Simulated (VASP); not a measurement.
# NbAs (rocksalt type) (Fm-3m) in VASP: further runs, part 2 of 2

VASP 6.6.1. Earlier steps stand in the parts before.

## (3) Single point, LDA (11.81 Å³/atom)

The input, INCAR:

```
PREC = Accurate
ENCUT = 500
EDIFF = 1E-6
ISMEAR = -1
SIGMA = 0.05
LREAL = F
LASPH = T
NELM = 120
ALGO = Normal
ISIF = 2
LWAVE = F
LCHARG = F
NBANDS = 16
GGA_COMPAT = F
```

The input, KPOINTS:

```
Automatic mesh
0
Gamma
  14 14 14
```

The input, POSCAR:

```
NbAs
1.0
    0.0000000000      2.2771732796      2.2771732796
    2.2771732796      0.0000000000      2.2771732796
    2.2771732796      2.2771732796      0.0000000000
Nb As
1 1
Direct
    0.0000000000      0.0000000000      0.0000000000
    0.5000000000      0.5000000000      0.5000000000
```

Potentials or basis: VASP PAW LDA potentials, release 64 (Nb_sv, As).

Started as:

```console
cat potpaw_LDA.64/Nb_sv/POTCAR potpaw_LDA.64/As/POTCAR > POTCAR
mpirun -np 1 vasp_std > vasp.out
```

OUTCAR:

```text
PREC = Accurate
   ENCUT = 500
   EDIFF = 1E-6
   ISMEAR = -1
   LREAL = F
   LASPH = T
   NELM = 120
   ISIF = 2

 ion  position               nearest neighbor table
   1  0.000  0.000  0.000-   2 2.28   2 2.28   2 2.28   2 2.28   2 2.28   2 2.28
   2  0.500  0.500  0.500-   1 2.28   1 2.28   1 2.28   1 2.28   1 2.28   1 2.28

  LATTYP: Found a face centered cubic cell.
 ALAT       =     4.5543465592

  Lattice vectors:

[... 641 lines left out ...]

------------------------ aborting loop because EDIFF is reached ----------------------------------------

  FORCE on cell =-STRESS in cart. coord.  units (eV):
  Direction    XX          YY          ZZ          XY          YZ          ZX
  --------------------------------------------------------------------------------------
  -------------------------------------------------------------------------------------
  Total       21.9393999     21.9393999     21.9393999      0.0000000     -0.0000000      0.0000000
  in kB     1488.3911978   1488.3911978   1488.3911978      0.0000000     -0.0000000      0.0000000
  external PRESSURE =    1488.3911978 kB  Pullay stress =       0.0000000 kB

 VOLUME and BASIS-vectors are now :
 -----------------------------------------------------------------------------
  energy-cutoff  :      500.00
  volume of cell :       23.62
      direct lattice vectors                 reciprocal lattice vectors
     0.000000000  2.277173280  2.277173280    -0.219570467  0.219570467  0.219570467
     2.277173280  0.000000000  2.277173280     0.219570467 -0.219570467  0.219570467
     2.277173280  2.277173280  0.000000000     0.219570467  0.219570467 -0.219570467

 POSITION                                       TOTAL-FORCE (eV/Angst)
 -----------------------------------------------------------------------------------
      0.00000      0.00000      0.00000        -0.000000     -0.000000     -0.000000
      2.27717      2.27717      2.27717         0.000000      0.000000      0.000000
 -----------------------------------------------------------------------------------
    total drift:                                0.000000     -0.000000     -0.000000

  FREE ENERGIE OF THE ION-ELECTRON SYSTEM (eV)
  ---------------------------------------------------
  free  energy   TOTEN  =       -13.5558060225 eV

  energy  without entropy=      -13.5447130190  energy(sigma->0) =      -13.55025952
```

OSZICAR:

```text
N       E                     dE             d eps       ncg     rms          rms(c)
DAV:   1     0.161110656816E+03    0.16111E+03   -0.94213E+03  3336   0.112E+03
DAV:   2    -0.750732069881E+01   -0.16862E+03   -0.16121E+03  4008   0.395E+02
DAV:   3    -0.138568523818E+02   -0.63495E+01   -0.61754E+01  4936   0.693E+01
DAV:   4    -0.141386697939E+02   -0.28182E+00   -0.28138E+00  4416   0.129E+01
DAV:   5    -0.141468546135E+02   -0.81848E-02   -0.81835E-02  5072   0.193E+00    0.153E+01
DAV:   6    -0.135918413579E+02    0.55501E+00   -0.12604E+00  5808   0.115E+01    0.675E+00
DAV:   7    -0.135609482702E+02    0.30893E-01   -0.61474E-02  5200   0.193E+00    0.298E+00
DAV:   8    -0.135559040287E+02    0.50442E-02   -0.23829E-02  6048   0.103E+00    0.301E-01
DAV:   9    -0.135558305686E+02    0.73460E-04   -0.49510E-04  3952   0.223E-01    0.157E-01
DAV:  10    -0.135558081566E+02    0.22412E-04   -0.18280E-04  5000   0.159E-01    0.125E-02
DAV:  11    -0.135558058436E+02    0.23130E-05   -0.72629E-06  4344   0.261E-02    0.883E-03
DAV:  12    -0.135558060225E+02   -0.17888E-06   -0.67075E-07  3296   0.985E-03
   1 F= -.13555806E+02 E0= -.13550260E+02  d E =-.110930E-01
```

stdout:

```text
POSCAR found type information on POSCAR NbAs
 POSCAR found :  2 types and       2 ions
 scaLAPACK will be used
 LDA part: xc-table for (Slater(with rela. corr.)+CA(PZ))
 , standard interpolation
 POSCAR, INCAR and KPOINTS ok, starting setup
 FFT: planning ... GRIDC
 FFT: planning ... GRID_SOFT
 FFT: planning ... GRID
 WAVECAR not read
 entering main loop
```

Run time: 93 s. Hardware: 1 thread of Intel Xeon 8259CL, shared host; peak memory 0.13 GiB.

What came out:

```
Free energy            : -13.5558 eV
Pressure               : 148.8 GPa
Band gap on the k mesh : zero (bands 9 and 10 overlap by 3.17 eV)
```

Caveat: the cell stands under pressure.

## (4) Single point, LDA (13.54 Å³/atom)

This run uses another cell than the first one, of 13.54 Å³/atom.

The input, INCAR:

```
PREC = Accurate
ENCUT = 500
EDIFF = 1E-6
ISMEAR = -1
SIGMA = 0.05
LREAL = False
LASPH = True
NELM = 120
ALGO = Normal
ISIF = 2
LWAVE = False
LCHARG = False
NBANDS = 16
GGA_COMPAT = False
```

The input, KPOINTS:

```
regular mesh
0
Gamma
  14 14 14
```

The input, POSCAR:

```
NbAs
1.0
    0.0000000000      2.3837350143      2.3837350143
    2.3837350143      0.0000000000      2.3837350143
    2.3837350143      2.3837350143      0.0000000000
Nb As
1 1
Direct
    0.0000000000      0.0000000000      0.0000000000
    0.5000000000      0.5000000000      0.5000000000
```

Started as:

```console
cat potpaw_LDA.64/Nb_sv/POTCAR potpaw_LDA.64/As/POTCAR > POTCAR
mpirun -np 1 vasp_std > vasp.out
```

It took 2.1 min on 1 thread of Intel Xeon 8259CL, shared host; peak memory 0.14 GiB.

It converged, with:

* Free energy: -15.8688 eV
* Pressure: 71.9 GPa
* Band gap on the k mesh: zero (bands 9 and 10 overlap by 2.70 eV)

Levels at points of the mesh, in eV from the Fermi level:
| k point | band 6 | band 7 | band 8 | band 9 | band 10 | band 11 | band 12 | band 13 |
| --- | --- | --- | --- | --- | --- | --- | --- | --- |
| (0.00, 0.00, 0.00) | -2.44 | -2.44 | -2.44 | -1.31 | -1.31 | 0.18 | 0.18 | 0.18 |
| (0.50, 0.00, 0.00) | -8.83 | -5.85 | -5.85 | 0.85 | 0.85 | 2.47 | 3.42 | 7.89 |
| (0.50, 0.50, 0.00) | -5.58 | -5.04 | -2.00 | -2.00 | 0.17 | 1.93 | 1.93 | 4.14 |

Caveat: the cell stands under pressure.
